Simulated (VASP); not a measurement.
# MoW2C4 in VASP: notebook, part 2 of 3

VASP 6.6.1. The steps go on from the part before.

## 3. Single point, PBE

INCAR reads:

```
PREC = Accurate
ENCUT = 520
EDIFF = 1E-6
ISMEAR = 0
SIGMA = 0.1
LREAL = F
LASPH = T
NELM = 60
ALGO = Normal
ISIF = 2
LWAVE = F
LCHARG = F
GGA = PE
NBANDS = 38
```

KPOINTS reads:

```
regular mesh
0
Gamma
  8 8 8
```

POSCAR reads:

```
MoW2C4
1.0
    4.2901877275      0.0000000000      0.0000000000
    0.0000000000      4.2901877275      0.0000000000
    0.0000000000      0.0000000000      4.2787394302
Mo W C
1 2 4
Direct
    0.5000000000      0.5000000000      0.0000000000
    0.0000000000      0.5000000000      0.5000000000
    0.5000000000      0.0000000000      0.5000000000
    0.0000000000      0.5000000000      0.0000000000
    0.5000000000      0.0000000000      0.0000000000
    0.0000000000      0.0000000000      0.5000000000
    0.5000000000      0.5000000000      0.5000000000
```

Potentials or basis: VASP PAW PBE potentials, release 64 (Mo_sv, W_sv, C).

Launch:

```console
> cat potpaw_PBE.64/Mo_sv/POTCAR potpaw_PBE.64/W_sv/POTCAR potpaw_PBE.64/C/POTCAR > POTCAR
> mpirun -np 1 vasp_std > vasp.out
```

OUTCAR:

```text
PREC = Accurate
   ENCUT = 520
   EDIFF = 1E-6
   ISMEAR = 0
   LREAL = F
   LASPH = T
   NELM = 60
   ISIF = 2
   GGA = PE

 ion  position               nearest neighbor table
   1  0.500  0.500  0.000-   7 2.14   7 2.14   4 2.15   5 2.15   5 2.15   4 2.15   3 3.03   3 3.03
                             3 3.03   2 3.03   3 3.03   2 3.03   2 3.03   2 3.03
   2  0.000  0.500  0.500-   4 2.14   4 2.14   7 2.15   6 2.15   6 2.15   7 2.15   1 3.03   1 3.03
                             1 3.03   1 3.03   3 3.03   3 3.03   3 3.03   3 3.03
   3  0.500  0.000  0.500-   5 2.14   5 2.14   7 2.15   6 2.15   7 2.15   6 2.15   1 3.03   1 3.03
                             1 3.03   1 3.03   2 3.03   2 3.03   2 3.03   2 3.03
   4  0.000  0.500  0.000-   2 2.14   2 2.14   1 2.15   1 2.15
   5  0.500  0.000  0.000-   3 2.14   3 2.14   1 2.15   1 2.15
   6  0.000  0.000  0.500-   2 2.15   3 2.15   2 2.15   3 2.15
   7  0.500  0.500  0.500-   1 2.14   1 2.14   3 2.15   2 2.15   3 2.15   2 2.15

  LATTYP: Found a simple tetragonal cell.
 ALAT       =     4.2901877275
 C/A-ratio  =     0.9973315160

  Lattice vectors:

 A1 = (   4.2901877275,   0.0000000000,   0.0000000000)
 A2 = (   0.0000000000,   4.2901877275,   0.0000000000)
 A3 = (   0.0000000000,   0.0000000000,   4.2787394302)

Analysis of symmetry for initial positions (statically):
=====================================================================
 Subroutine PRICEL returns:
 Original cell was already a primitive cell.

 Routine SETGRP: Setting up the symmetry group for a
 simple tetragonal supercell.

 Subroutine GETGRP returns: Found 16 space group operations
 (whereof 16 operations were pure point group operations)
 out of a pool of 16 trial point group operations.

The static configuration has the point symmetry D_4h.

Analysis of symmetry for dynamics (positions and initial velocities):
=====================================================================
 Subroutine PRICEL returns:
 Original cell was already a primitive cell.

 Routine SETGRP: Setting up the symmetry group for a
 simple tetragonal supercell.

 Subroutine GETGRP returns: Found 16 space group operations
 (whereof 16 operations were pure point group operations)
 out of a pool of 16 trial point group operations.

The dynamic configuration has the point symmetry D_4h.

 Subroutine INISYM returns: Found 16 space group operations
 (whereof 16 operations are pure point group operations),
 and found     1 'primitive' translations

----------------------------------------------------------------------------------------

                                     Primitive cell

  volume of cell :      78.7532

  direct lattice vectors                    reciprocal lattice vectors
     4.290187728  0.000000000  0.000000000     0.233090033  0.000000000  0.000000000
     0.000000000  4.290187728  0.000000000     0.000000000  0.233090033  0.000000000
     0.000000000  0.000000000  4.278739430     0.000000000  0.000000000  0.233713694

  length of vectors
     4.290187728  4.290187728  4.278739430     0.233090033  0.233090033  0.233713694

  position of ions in fractional coordinates (direct lattice)
     0.500000000  0.500000000  0.000000000
     0.000000000  0.500000000  0.500000000
     0.500000000  0.000000000  0.500000000
     0.000000000  0.500000000  0.000000000
     0.500000000  0.000000000  0.000000000
[... 40 lines left out ...]
            Coordinates               Weight
  0.000000  0.000000  0.000000      1.000000
  0.125000  0.000000  0.000000      4.000000
  0.250000  0.000000  0.000000      4.000000
  0.375000  0.000000  0.000000      4.000000
  0.500000  0.000000  0.000000      2.000000
  0.125000  0.125000  0.000000      4.000000
[... 16 lines left out ...]
  0.375000  0.125000  0.125000     16.000000
  0.500000  0.125000  0.125000      8.000000
 [... further k-points ...]
   k-points           NKPTS =     75   k-points in BZ     NKDIM =     75   number of bands    NBANDS=     38
   number of dos      NEDOS =    301   number of ions     NIONS =      7
   total plane-waves  NPLWV =  32768
   dimension x,y,z NGX =    32 NGY =   32 NGZ =   32
   dimension x,y,z NGXF=    64 NGYF=   64 NGZF=   64
   ions per type =               1   2   4
   NGX,Y,Z   is equivalent  to a cutoff of  12.40, 12.40, 12.43 a.u.
   NGXF,Y,Z  is equivalent  to a cutoff of  24.80, 24.80, 24.87 a.u.
 SYSTEM =  unknown system
   PREC   = accura    normal or accurate (medium, high low for compatibility)
   ISTART =      0    job   : 0-new  1-cont  2-samecut
   ICHARG =      2    charge: 1-file 2-atom 10-const
   ISPIN  =      1    spin polarized calculation?
   LNONCOLLINEAR =      F non collinear calculations
   LSORBIT =      F    spin-orbit coupling
   LASPH  =      T    aspherical Exc in radial PAW
   ENCUT  =  520.0 eV  38.22 Ry    6.18 a.u.   7.98  7.98  7.96*2*pi/ulx,y,z
   NELM   =     60;   NELMIN=  2; NELMDL= -5     # of ELM steps
   EDIFF  = 0.1E-05   stopping-criterion for ELM
   LREAL  =      F    real-space projection
   EDIFFG = 0.1E-04   stopping-criterion for IOM
   NSW    =      0    number of steps for IOM
   IBRION =     -1    ionic relax: 0-MD 1-quasi-New 2-CG
   NFREE  =      0    steps in history (QN), initial steepest desc. (CG)
   ISIF   =      2    stress and relaxation
   ISYM   =      2    0-nonsym 1-usesym 2-fastsym
   POTIM  = 0.5000    time-step for ionic-motion
   TEBEG  =    0.0;   TEEND  =   0.0 temperature during run
   PSTRESS=    0.0 pullay stress
   NELECT =      58.0000    total number of electrons
   NUPDOWN=      -1.0000    fix difference up-down
   EMIN   =  10.00;   EMAX   =-10.00  energy-range for DOS
   EFERMI =   0.00;   METHOD = LEGACY
   ISMEAR =     0;   SIGMA  =   0.10  broadening in eV -4-tet -1-fermi 0-gaus
   EFERMI_NEDOS =   21; number of points for ismear=-14 and -15
   IALGO  =     38    algorithm
   IMIX   =      4    mixing-type and parameters
     AMIX     =   0.40;   BMIX     =  1.00
     AMIX_MAG =   1.60;   BMIX_MAG =  1.00
  volume/ion in A,a.u.               =      11.25        75.92
  Fermi-wavevector in a.u.,A,eV,Ry     =   1.478409  2.793788 29.738173  2.185694
  Thomas-Fermi vector in A             =   2.592694
   LORBIT       =      0    0 simple, 1 ext, 2 COOP (PROOUT), +10 PAW based schemes
   GGA     = PE    functional components
   LHFCALC =     F    Hartree Fock is set to
   AEXX    =    0.0000 exact exchange contribution
   IVDW    =     0    specifies the selected vdW correction
   LEPSILON=     F    determine dielectric tensor
   LRPA    =     F    only Hartree local field effects (RPA)
 non-spin polarized calculation
 Gauss-broadening in eV      SIGMA  =   0.10
  energy-cutoff  :      520.00
  volume of cell :       78.75
 maximum number of plane-waves:      2176
 NGX is ok and might be reduce to    32
   NGX = 15   NGY = 15   NGZ = 15

 number of electron      57.9999993 magnetization

 Free energy of the ion-electron system (eV)
  ---------------------------------------------------
  ext. energy  EPLUGINS =         0.00000000
  ---------------------------------------------------
  free energy    TOTEN  =       -69.80242300 eV

  energy without entropy =      -69.78474536  energy(sigma->0) =      -69.79358418

 E-fermi :   9.5255     XC(G=0): -12.6797

 val. band max:        9.5202005598   @ k =   0.5000   0.1250   0.3750
 cond. band min:       9.5332657650   @ k =   0.2500   0.1250   0.2500
 fundamental gap:      0.0130652052
 Fermi energy:         9.5255474047

 k-point     1 :       0.0000    0.0000    0.0000
  band No.  band energies     occupation
      1     -65.3005      2.00000
      2     -65.2670      2.00000
      3     -52.2194      2.00000
      4     -29.8455      2.00000
      5     -29.8455      2.00000
      6     -29.4827      2.00000
[... 973 lines left out ...]
     37      12.6974      0.00000
     38      13.0931      0.00000

 [... further k-points ...]
[... 5 lines left out ...]
  --------------------------------------------------------------------------------------
  -------------------------------------------------------------------------------------
  Total        0.2878317      0.2878317      0.2701427      0.0000000      0.0000000     -0.0000000
  in kB        5.8557260      5.8557260      5.4958571      0.0000000      0.0000000     -0.0000000
  external PRESSURE =       5.7357697 kB  Pullay stress =       0.0000000 kB

 VOLUME and BASIS-vectors are now :
 -----------------------------------------------------------------------------
  energy-cutoff  :      520.00
  volume of cell :       78.75
      direct lattice vectors                 reciprocal lattice vectors
     4.290187728  0.000000000  0.000000000     0.233090033  0.000000000  0.000000000
     0.000000000  4.290187728  0.000000000     0.000000000  0.233090033  0.000000000
     0.000000000  0.000000000  4.278739430     0.000000000  0.000000000  0.233713694

 POSITION                                       TOTAL-FORCE (eV/Angst)
 -----------------------------------------------------------------------------------
      2.14509      2.14509      0.00000         0.000000      0.000000      0.000000
      0.00000      2.14509      2.13937         0.000000      0.000000      0.000000
      2.14509      0.00000      2.13937         0.000000      0.000000      0.000000
      0.00000      2.14509      0.00000         0.000000      0.000000      0.000000
      2.14509      0.00000      0.00000         0.000000      0.000000      0.000000
      0.00000      0.00000      2.13937         0.000000      0.000000      0.000000
      2.14509      2.14509      2.13937         0.000000      0.000000      0.000000
 -----------------------------------------------------------------------------------
    total drift:                                0.000000     -0.000000     -0.000000

  FREE ENERGIE OF THE ION-ELECTRON SYSTEM (eV)
  ---------------------------------------------------
  free  energy   TOTEN  =       -69.8024230029 eV

  energy  without entropy=      -69.7847453635  energy(sigma->0) =      -69.79358418
```

stdout:

```text
POSCAR found type information on POSCAR MoW C
 POSCAR found :  3 types and       7 ions
 scaLAPACK will be used
 LDA part: xc-table for (Slater+PW92), standard interpolation
 POSCAR, INCAR and KPOINTS ok, starting setup
 FFT: planning ... GRIDC
 FFT: planning ... GRID_SOFT
 FFT: planning ... GRID
 WAVECAR not read
 entering main loop
```

Wall time 3.6 min (1 thread of Intel Xeon 8259CL, shared host); peak memory 0.32 GiB.

What came out:

| Property | Result |
| --- | --- |
| Free energy | -69.8024 eV |
| Pressure | 0.6 GPa |
| Band gap on the k mesh | zero (bands 29 and 30 overlap by 2.27 eV) |

Caveat: spin-orbit coupling is left out, which moves the levels of the heavy elements.

## 4. Relaxation of cell and atoms, PBE

This run uses another cell than the first one, of 12.69 Å³/atom.

INCAR reads:

```
SYSTEM = MoW2C4
ALGO = Normal ; EDIFF = 1E-6
EDIFFG = -0.08 ; ENCUT = 600
GGA = PE ; IBRION = 2
ISIF = 3 ; ISMEAR = 0
LASPH = .TRUE. ; LCHARG = .FALSE.
LREAL = .FALSE. ; LWAVE = .FALSE.
NELM = 80 ; NSW = 36
PREC = Accurate ; SIGMA = 0.2
```

KPOINTS reads:

```
k-points
0
G
  4 4 4
  0 0 0
```

Changes to POSCAR since step 3:

```diff
@@ -2,5 +2,5 @@
 1.0
-    4.2901877275      0.0000000000      0.0000000000
-    0.0000000000      4.2901877275      0.0000000000
-    0.0000000000      0.0000000000      4.2787394302
+    4.4619005600      0.0000000000      0.0000000000
+    0.0000000000      4.4619005600      0.0000000000
+    0.0000000000      0.0000000000      4.4619005600
 Mo W C
```

Launch:

```console
> cat potpaw_PBE.64/Mo_sv/POTCAR potpaw_PBE.64/W_sv/POTCAR potpaw_PBE.64/C/POTCAR > POTCAR
> mpirun -np 1 vasp_std > vasp.out
```

Run time: 5 min. Hardware: 1 thread of Intel Xeon 8259CL, shared host; peak memory 0.26 GiB.

The run converged. Its results:

* Free energy: -69.7277 eV
* Relaxed volume: 11.29 Å³/atom
* Relaxed cell: a = 4.295 Å, b = 4.295 Å, c = 4.284 Å, α = 90.00°, β = 90.00°, γ = 90.00°
* Space group after relaxing (to 0.1 Å): P4/mmm (No. 123)
* Pressure after relaxing: 0.0 GPa
* Band gap on the k mesh: zero (bands 29 and 30 overlap by 2.34 eV)

Stress tensor (GPa, compression positive):
```
 0.31  0.00  0.00
 0.00  0.31  0.00
 0.00  0.00 -0.51
```

Final structure:
```
Mo W C
1.0
     4.29492    0.00000    0.00000
     0.00000    4.29492    0.00000
     0.00000    0.00000    4.28377
Mo W C
1 2 4
Direct
  0.50000 0.50000 0.00000
  0.00000 0.50000 0.50000
  0.50000 0.00000 0.50000
  0.00000 0.50000 0.00000
  0.50000 0.00000 0.00000
  0.00000 0.00000 0.50000
  0.50000 0.50000 0.50000
```

Levels at points of the mesh, in eV from the Fermi level:
| k point | band 27 | band 28 | band 29 | band 30 | band 31 | band 32 |
| --- | --- | --- | --- | --- | --- | --- |
| (0.00, 0.00, 0.00) | -0.60 | -0.60 | -0.33 | -0.03 | -0.03 | 0.12 |
| (0.50, 0.00, 0.00) | -0.86 | -0.81 | -0.75 | -0.72 | 0.36 | 1.79 |
| (0.00, 0.00, 0.50) | -1.01 | -0.96 | -0.96 | -0.82 | 0.69 | 1.47 |
| (0.50, 0.50, 0.00) | -3.66 | 0.37 | 1.06 | 1.43 | 2.08 | 2.08 |
| (0.00, 0.50, 0.50) | -3.55 | 0.08 | 0.75 | 1.44 | 1.73 | 2.50 |
| (0.50, 0.50, 0.50) | -0.94 | -0.85 | 1.52 | 1.52 | 1.92 | 2.77 |

Caveat: spin-orbit coupling is left out, which moves the levels of the heavy elements.

[end of part 2 of 3]
